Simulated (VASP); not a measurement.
# SiC (P6_3mc) in VASP: a series of runs

The runs below take SiC through single point, with LDA.

Everything below comes from runs of VASP 6.6.1. Logs are shortened: lines on timing, memory, paths and dates and some standing lists are left out, and cuts for length are marked.

## 1. The cell of the first run

Symmetry: P6_3mc, No. 186, hexagonal system. Conventional cell: a = 3.142 Å, b = 3.142 Å, c = 4.745 Å, α = 90.00°, β = 90.00°, γ = 120.00°. Within 2.5 Å of Si (site symmetry 3m) lie 4 C at 1.85 to 2.00 Å. Within 2.5 Å of C (site symmetry 3m) lie 4 Si at 1.85 to 2.00 Å.

## 2. Single point, LDA (c/a of the conventional cell at fixed volume 1.5100)

INCAR

```
SYSTEM = SiC
  PREC = Accurate
  ENCUT = 520
  EDIFF = 1E-6
  ISMEAR = 0
  SIGMA = 0.05
  LREAL = .False.
  LASPH = .True.
  NELM = 80
  ALGO = Normal
  ISIF = 2
  LWAVE = .False.
  LCHARG = .True.
  GGA = CA
  LELF = .True.
  LVHAR = .True.
  NBANDS = 16
```

KPOINTS

```
regular mesh
0
Gamma
  12 12 6
  0 0 0
```

POSCAR

```
SiC
1.0
    3.1423316029      0.0000000000      0.0000000000
   -1.5711658015      2.7213389952      0.0000000000
    0.0000000000      0.0000000000      4.7449207204
Si C
2 2
Direct
    0.3333333333      0.6666666667      0.0046041256
    0.6666666667      0.3333333333      0.5046041256
    0.3333333333      0.6666666667      0.4252507829
    0.6666666667      0.3333333333      0.9252507829
```

Potentials or basis: VASP PAW LDA potentials, release 64 (Si, C).

Launch:

```console
$ cat potpaw_LDA.64/Si/POTCAR potpaw_LDA.64/C/POTCAR > POTCAR
$ mpirun -np 1 vasp_std > vasp.out
```

OUTCAR:

```text
SYSTEM = SiC
   PREC = Accurate
   ENCUT = 520
   EDIFF = 1E-6
   ISMEAR = 0
   LREAL = .False.
   LASPH = .True.
   NELM = 80
   ISIF = 2
   GGA = CA

 ion  position               nearest neighbor table
   1  0.333  0.667  0.005-   4 1.85   4 1.85   4 1.85   3 2.00   2 2.99   2 2.99   2 2.99   2 2.99
                             2 2.99   2 2.99
   2  0.667  0.333  0.505-   3 1.85   3 1.85   3 1.85   4 2.00   1 2.99   1 2.99   1 2.99   1 2.99
                             1 2.99   1 2.99
   3  0.333  0.667  0.425-   2 1.85   2 1.85   2 1.85   1 2.00
   4  0.667  0.333  0.925-   1 1.85   1 1.85   1 1.85   2 2.00

  LATTYP: Found a hexagonal cell.
 ALAT       =     3.1423316029
 C/A-ratio  =     1.5100000000

  Lattice vectors:

 A1 = (   3.1423316029,   0.0000000000,   0.0000000000)
 A2 = (  -1.5711658015,   2.7213389952,   0.0000000000)
 A3 = (   0.0000000000,   0.0000000000,   4.7449207204)

Analysis of symmetry for initial positions (statically):
=====================================================================
 Subroutine PRICEL returns:
 Original cell was already a primitive cell.

 Routine SETGRP: Setting up the symmetry group for a
 hexagonal supercell.

 Subroutine GETGRP returns: Found 12 space group operations
 (whereof  6 operations were pure point group operations)
 out of a pool of 24 trial point group operations.

The static configuration has the point symmetry C_3v.
 The point group associated with its full space group is C_6v.

Analysis of symmetry for dynamics (positions and initial velocities):
=====================================================================
 Subroutine PRICEL returns:
 Original cell was already a primitive cell.

 Routine SETGRP: Setting up the symmetry group for a
 hexagonal supercell.

 Subroutine GETGRP returns: Found 12 space group operations
 (whereof  6 operations were pure point group operations)
 out of a pool of 24 trial point group operations.

The dynamic configuration has the point symmetry C_3v.
 The point group associated with its full space group is C_6v.

 Subroutine INISYM returns: Found 12 space group operations
 (whereof  6 operations are pure point group operations),
 and found     1 'primitive' translations

----------------------------------------------------------------------------------------

                                     Primitive cell

  volume of cell :      40.5755

  direct lattice vectors                    reciprocal lattice vectors
     3.142331603  0.000000000  0.000000000     0.318235033  0.183733082  0.000000000
    -1.571165802  2.721338995  0.000000000     0.000000000  0.367466163  0.000000000
     0.000000000  0.000000000  4.744920720     0.000000000  0.000000000  0.210751677

  length of vectors
     3.142331603  3.142331603  4.744920720     0.367466163  0.367466163  0.210751677

  position of ions in fractional coordinates (direct lattice)
     0.333333333  0.666666667  0.004604126
     0.666666667  0.333333333  0.504604126
     0.333333333  0.666666667  0.425250783
     0.666666667  0.333333333  0.925250783

  ion indices of the primitive-cell ions
   primitive index   ion index
                 1           1
                 2           2
                 3           3
                 4           4

----------------------------------------------------------------------------------------

 KPOINTS: regular mesh

Automatic generation of k-mesh.
 Grid dimensions read from file:
 generate k-points for:   12   12    6

 Generating k-lattice:

  Cartesian coordinates                     Fractional coordinates (reciprocal lattice)
     0.026519586  0.015311090  0.000000000     0.083333333  0.000000000  0.000000000
     0.000000000  0.030622180  0.000000000     0.000000000  0.083333333  0.000000000
     0.000000000  0.000000000  0.035125280     0.000000000  0.000000000  0.166666667

  Length of vectors
     0.030622180  0.030622180  0.035125280

  Shift w.r.t. Gamma in fractional coordinates (k-lattice)
     0.000000000  0.000000000  0.000000000

 Subroutine IBZKPT returns following result:
 ===========================================

 Found     76 irreducible k-points:

 Following reciprocal coordinates:
            Coordinates               Weight
  0.000000  0.000000  0.000000      1.000000
  0.083333  0.000000  0.000000      6.000000
  0.166667  0.000000  0.000000      6.000000
  0.250000  0.000000  0.000000      6.000000
  0.333333  0.000000  0.000000      6.000000
  0.416667 -0.000000  0.000000      6.000000
[... 16 lines left out ...]
  0.250000  0.000000  0.166667     12.000000
  0.333333  0.000000  0.166667     12.000000
 [... further k-points ...]
   k-points           NKPTS =     76   k-points in BZ     NKDIM =     76   number of bands    NBANDS=     16
   number of dos      NEDOS =    301   number of ions     NIONS =      4
   total plane-waves  NPLWV =  20736
   dimension x,y,z NGX =    24 NGY =   24 NGZ =   36
   dimension x,y,z NGXF=    48 NGYF=   48 NGZF=   72
   ions per type =               2   2
   NGX,Y,Z   is equivalent  to a cutoff of  12.70, 12.70, 12.61 a.u.
   NGXF,Y,Z  is equivalent  to a cutoff of  25.39, 25.39, 25.23 a.u.
 SYSTEM =  SiC
   PREC   = accura    normal or accurate (medium, high low for compatibility)
   ISTART =      0    job   : 0-new  1-cont  2-samecut
   ICHARG =      2    charge: 1-file 2-atom 10-const
   ISPIN  =      1    spin polarized calculation?
   LNONCOLLINEAR =      F non collinear calculations
   LSORBIT =      F    spin-orbit coupling
   LASPH  =      T    aspherical Exc in radial PAW
   ENCUT  =  520.0 eV  38.22 Ry    6.18 a.u.   5.84  5.84  8.82*2*pi/ulx,y,z
   NELM   =     80;   NELMIN=  2; NELMDL= -5     # of ELM steps
   EDIFF  = 0.1E-05   stopping-criterion for ELM
   LREAL  =      F    real-space projection
   EDIFFG = 0.1E-04   stopping-criterion for IOM
   NSW    =      0    number of steps for IOM
   IBRION =     -1    ionic relax: 0-MD 1-quasi-New 2-CG
   NFREE  =      0    steps in history (QN), initial steepest desc. (CG)
   ISIF   =      2    stress and relaxation
   ISYM   =      2    0-nonsym 1-usesym 2-fastsym
   POTIM  = 0.5000    time-step for ionic-motion
   TEBEG  =    0.0;   TEEND  =   0.0 temperature during run
   PSTRESS=    0.0 pullay stress
   NELECT =      16.0000    total number of electrons
   NUPDOWN=      -1.0000    fix difference up-down
   EMIN   =  10.00;   EMAX   =-10.00  energy-range for DOS
   EFERMI =   0.00;   METHOD = LEGACY
   ISMEAR =     0;   SIGMA  =   0.05  broadening in eV -4-tet -1-fermi 0-gaus
   EFERMI_NEDOS =   21; number of points for ismear=-14 and -15
   IALGO  =     38    algorithm
   IMIX   =      4    mixing-type and parameters
     AMIX     =   0.40;   BMIX     =  1.00
     AMIX_MAG =   1.60;   BMIX_MAG =  1.00
  volume/ion in A,a.u.               =      10.14        68.45
  Fermi-wavevector in a.u.,A,eV,Ry     =   1.200495  2.268606 19.608550  1.441188
  Thomas-Fermi vector in A             =   2.336329
   LORBIT       =      0    0 simple, 1 ext, 2 COOP (PROOUT), +10 PAW based schemes
   GGA     = CA    functional components
   LHFCALC =     F    Hartree Fock is set to
   AEXX    =    0.0000 exact exchange contribution
   IVDW    =     0    specifies the selected vdW correction
   LEPSILON=     F    determine dielectric tensor
   LRPA    =     F    only Hartree local field effects (RPA)
 non-spin polarized calculation
 Gauss-broadening in eV      SIGMA  =   0.05
  energy-cutoff  :      520.00
  volume of cell :       40.58
 maximum number of plane-waves:      1104
 NGX is ok and might be reduce to    24
   NGX = 11   NGY = 11   NGZ = 17

 number of electron      16.0000001 magnetization

 Free energy of the ion-electron system (eV)
  ---------------------------------------------------
  ext. energy  EPLUGINS =         0.00000000
  ---------------------------------------------------
  free energy    TOTEN  =       -32.62459573 eV

  energy without entropy =      -32.62459573  energy(sigma->0) =      -32.62459573

 E-fermi :  10.0280     XC(G=0): -11.6378

 val. band max:        9.8275479591   @ k =   0.0000   0.0000   0.0000
 cond. band min:      10.3444220207   @ k =   0.5000   0.0000   0.0000
 fundamental gap:      0.5168740616
 Fermi energy:        10.0279988189

 k-point     1 :       0.0000    0.0000    0.0000
  band No.  band energies     occupation
      1      -7.1935      2.00000
      2      -2.9630      2.00000
      3       0.3318      2.00000
      4       6.3291      2.00000
      5       6.3291      2.00000
      6       7.9741      2.00000
[... 8 lines left out ...]
     15      17.1346      0.00000
     16      19.6626      0.00000

 k-point     2 :       0.0833    0.0000    0.0000
  band No.  band energies     occupation
      1      -7.0778      2.00000
      2      -2.8676      2.00000
      3       0.4414      2.00000
      4       5.6656      2.00000
      5       6.1322      2.00000
      6       7.5864      2.00000
[... 8 lines left out ...]
     15      17.2075      0.00000
     16      19.0004      0.00000

 k-point     3 :       0.1667    0.0000    0.0000
  band No.  band energies     occupation
      1      -6.7335      2.00000
      2      -2.5918      2.00000
      3       0.7625      2.00000
      4       4.2371      2.00000
      5       5.6823      2.00000
      6       6.6082      2.00000
[... 8 lines left out ...]
     15      17.9620      0.00000
     16      18.4938      0.00000

 k-point     4 :       0.2500    0.0000    0.0000
  band No.  band energies     occupation
      1      -6.1705      2.00000
      2      -2.1798      2.00000
      3       1.2410      2.00000
      4       2.7069      2.00000
      5       5.1911      2.00000
      6       5.3673      2.00000
[... 8 lines left out ...]
     15      18.1789      0.00000
     16      18.3227      0.00000

 k-point     5 :       0.3333    0.0000    0.0000
  band No.  band energies     occupation
      1      -5.4140      2.00000
      2      -1.7943      2.00000
      3       1.0898      2.00000
      4       2.2171      2.00000
      5       4.0841      2.00000
      6       4.7840      2.00000
[... 8 lines left out ...]
     15      18.9560      0.00000
     16      19.5569      0.00000

 k-point     6 :       0.4167   -0.0000    0.0000
  band No.  band energies     occupation
      1      -4.5423      2.00000
      2      -1.9288      2.00000
      3       0.6365      2.00000
      4       2.8263      2.00000
      5       3.0307      2.00000
      6       4.5219      2.00000
[... 8 lines left out ...]
     15      19.7423      0.00000
     16      20.1259      0.00000
[... 267 lines left out ...]
 k-point    21 :       0.0833    0.0000    0.1667
  band No.  band energies     occupation
      1      -6.9216      2.00000
      2      -3.5463      2.00000
      3       1.3569      2.00000
      4       5.7800      2.00000
      5       6.2310      2.00000
      6       7.3799      2.00000
[... 8 lines left out ...]
     15      16.8623      0.00000
     16      19.7103      0.00000

 k-point    22 :       0.1667    0.0000    0.1667
  band No.  band energies     occupation
      1      -6.5784      2.00000
      2      -3.2466      2.00000
      3       1.6166      2.00000
      4       4.4037      2.00000
      5       5.7900      2.00000
      6       6.2922      2.00000
[... 8 lines left out ...]
     15      17.7172      0.00000
     16      19.1920      0.00000

 k-point    23 :       0.2500    0.0000    0.1667
  band No.  band energies     occupation
      1      -6.0174      2.00000
      2      -2.7800      2.00000
      3       1.7924      2.00000
      4       3.1239      2.00000
      5       4.9593      2.00000
      6       5.3058      2.00000
[... 8 lines left out ...]
     15      18.5376      0.00000
     16      19.1422      0.00000

 k-point    24 :       0.3333    0.0000    0.1667
  band No.  band energies     occupation
      1      -5.2644      2.00000
      2      -2.2505      2.00000
      3       0.9500      2.00000
      4       3.1519      2.00000
      5       3.6168      2.00000
      6       4.9031      2.00000
[... 8 lines left out ...]
     15      19.6762      0.00000
     16      19.9221      0.00000

 [... further k-points ...]
[... 5 lines left out ...]
  --------------------------------------------------------------------------------------
  -------------------------------------------------------------------------------------
  Total       -1.8409877     -1.8409877      2.5196447      0.0000000      0.0000000      0.0000000
  in kB      -72.6938797    -72.6938797     99.4915663      0.0000000      0.0000000      0.0000000
  external PRESSURE =     -15.2987311 kB  Pullay stress =       0.0000000 kB

 VOLUME and BASIS-vectors are now :
 -----------------------------------------------------------------------------
  energy-cutoff  :      520.00
  volume of cell :       40.58
      direct lattice vectors                 reciprocal lattice vectors
     3.142331603  0.000000000  0.000000000     0.318235033  0.183733082  0.000000000
    -1.571165802  2.721338995  0.000000000     0.000000000  0.367466163  0.000000000
     0.000000000  0.000000000  4.744920720     0.000000000  0.000000000  0.210751677

 POSITION                                       TOTAL-FORCE (eV/Angst)
 -----------------------------------------------------------------------------------
     -0.00000      1.81423      0.02185        -0.000000     -0.000000      1.952938
      1.57117      0.90711      2.39431         0.000000      0.000000      1.952938
     -0.00000      1.81423      2.01778        -0.000000     -0.000000     -1.952938
      1.57117      0.90711      4.39024         0.000000      0.000000     -1.952938
 -----------------------------------------------------------------------------------
    total drift:                                0.000000      0.000000     -0.000305

  FREE ENERGIE OF THE ION-ELECTRON SYSTEM (eV)
  ---------------------------------------------------
  free  energy   TOTEN  =       -32.6245957305 eV

  energy  without entropy=      -32.6245957305  energy(sigma->0) =      -32.62459573
```

Wall time 18 s (1 thread of Intel Xeon 6975P-C (Granite Rapids), shared host); peak memory 0.16 GiB.

Results:

```yaml
Free_energy: -32.6246 eV
Pressure: -1.5 GPa
Largest_force: 1.953 eV/Å
Band_gap_on_the_k_mesh: 0.52 eV, indirect (least direct gap 2.09 eV)
```

Forces in eV/Å, atoms in the order of the input:
```
Si   0.000  0.000  1.953
Si   0.000  0.000  1.953
C    0.000  0.000 -1.953
C    0.000  0.000 -1.953
```

Caveat: forces of over 1 eV/Å act on the atoms, so gaps and moduli don't describe the material at rest. A k mesh can miss the band edges.

## 3. Single point, LDA (c/a of the conventional cell at fixed volume 1.6413)

INCAR

```
  ALGO = Normal
  EDIFF = 1E-6
  ENCUT = 520
  ISIF = 2
  ISMEAR = 0
  LASPH = T
  LCHARG = F
  LREAL = F
  LWAVE = F
  NBANDS = 16
  NELM = 100
  PREC = Accurate
  SIGMA = 0.05
```

KPOINTS

```
k-points
0
Gamma
  12 12 6
```

POSCAR

```
SiC
1.0
    3.0561890961      0.0000000000      0.0000000000
   -1.5280945481      2.6467373960      0.0000000000
    0.0000000000      0.0000000000      5.0161734257
Si C
2 2
Direct
    0.3333333333      0.6666666667      0.0046041256
    0.6666666667      0.3333333333      0.5046041256
    0.3333333333      0.6666666667      0.3355409659
    0.6666666667      0.3333333333      0.8355409659
```

Potentials or basis: VASP PAW LDA potentials, release 64 (Si, C).

Launch:

```console
$ cat potpaw_LDA.64/Si/POTCAR potpaw_LDA.64/C/POTCAR > POTCAR
$ mpirun -np 1 vasp_std > vasp.out
```

Run time: 18 s. Hardware: 1 thread of Intel Xeon 6975P-C (Granite Rapids), shared host; peak memory 0.16 GiB.

Results (log left out):

```yaml
Free_energy: -31.9943 eV
Pressure: 8.6 GPa
Largest_force: 6.595 eV/Å
Band_gap_on_the_k_mesh: 0.62 eV, indirect (least direct gap 3.44 eV)
```

Forces on the atoms (eV/Å):
```
Si   0.000  0.000 -6.595
Si   0.000  0.000 -6.595
C    0.000  0.000  6.595
C    0.000  0.000  6.595
```

Stress tensor (GPa, compression positive):
```
-7.12  0.00  0.00
 0.00 -7.12  0.00
 0.00  0.00 39.97
```

Levels at points of the mesh, in eV from the valence-band top:
```tsv
k point	band 4	band 5	band 6	band 7	band 8	band 9	band 10	band 11	band 12	band 13
(0.00, 0.00, 0.00)	-1.92	-1.48	-1.48	0.00	0.00	4.56	5.80	6.26	6.26	7.96
(0.50, 0.00, 0.00)	-6.66	-6.25	-4.69	-3.57	-1.04	2.41	2.81	5.53	6.36	8.91
(0.00, 0.00, 0.50)	-5.62	-0.81	-0.81	-0.81	-0.81	5.69	5.69	7.01	7.01	7.01
(0.50, 0.00, 0.50)	-8.67	-3.41	-3.41	-2.58	-2.58	2.50	2.50	5.14	5.14	9.16
```

Caveat: forces of over 1 eV/Å act on the atoms, so gaps and moduli don't describe the material at rest.

(Continued in part 2 of 2.)
